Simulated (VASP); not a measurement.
W: single point with LDA

Crystal: W.

```
W
1.0
    -1.51332    1.51332    1.51332
     1.51332   -1.51332    1.51332
     1.51332    1.51332   -1.51332
W
1
Direct
  0.00000 0.00000 0.00000
```

This cell differs from its parent crystal: volume scaled by 0.9.

| Quantity | Value |
| --- | --- |
| Program | VASP 6.6.1 |
| Task | single point |
| Functional | LDA |
| Potentials or basis | VASP PAW LDA potentials, release 64 (W_sv) |
| Cutoff | 520 eV |
| k mesh | 19 × 19 × 19 |
| Occupations | fermi-dirac, width 0.08 eV |
| Spin | no spin polarisation |
| Dipole correction | no |
| Further INCAR settings | ALGO = Normal; EDIFF = 1e-06; NBANDS = 13 |

The pressure is 47.1 GPa. The band gap on the k mesh is zero (band 7 reaches 19.15 eV, above the bottom of band 8 at 11.87 eV).

Levels at points of the mesh, in eV from the Fermi level:
| k point | band 3 | band 4 | band 5 | band 6 | band 7 | band 8 | band 9 | band 10 | band 11 | band 12 |
| --- | --- | --- | --- | --- | --- | --- | --- | --- | --- | --- |
| (0.00, 0.00, 0.00) | -37.19 | -37.19 | -10.27 | -1.55 | -1.55 | -1.55 | 2.48 | 2.48 | 14.82 | 14.82 |

Run time: 30 s on 1 thread of AMD EPYC 7R13 Processor (Zen 3) (shared host), peak memory 0.12 GiB.

Caveat: spin-orbit coupling is left out, which moves the levels of the heavy elements.
